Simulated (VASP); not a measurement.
Here is a VASP 6.6.1 calculation.

File INCAR:

```
SYSTEM = NbP
PREC = Accurate
ENCUT = 520
EDIFF = 1E-6
ISMEAR = 0
SIGMA = 0.05
LREAL = .False.
LASPH = .True.
NELM = 100
ALGO = Normal
ISIF = 2
LWAVE = .False.
LCHARG = .False.
GGA = PE
NBANDS = 26
```

The input KPOINTS:

```
regular mesh
0
Gamma
  11 11 11
  0 0 0
```

Contents of POSCAR:

```
NbP
1.0
   -1.6749232544      1.6749232544      5.7401081759
    1.6749232544     -1.6749232544      5.7401081759
    1.6749232544      1.6749232544     -5.7401081759
Nb P
2 2
Direct
    0.2498808000      0.7498808000      0.5000000000
    0.4998808000      0.4998808000      0.0000000000
    0.8327477700      0.3327477700      0.5000000000
    0.0827477700      0.0827477700      0.0000000000
```

Potentials or basis: VASP PAW PBE potentials, release 64 (Nb_sv, P).

Command:

```sh
$ cat potpaw_PBE.64/Nb_sv/POTCAR potpaw_PBE.64/P/POTCAR > POTCAR
$ mpirun -np 1 vasp_std > vasp.out
```

Task: Predict the pressure.

Result: -1.5 GPa.

Task: What does it give for the largest force?

Result: 0.018 eV/Å.

Task: Predict the band gap on the k mesh.

Result: Zero (filled and empty bands touch).

Forces on the atoms (eV/Å):
```
Nb   0.000  0.000  0.018
Nb   0.000  0.000  0.018
P    0.000  0.000 -0.018
P    0.000  0.000 -0.018
```
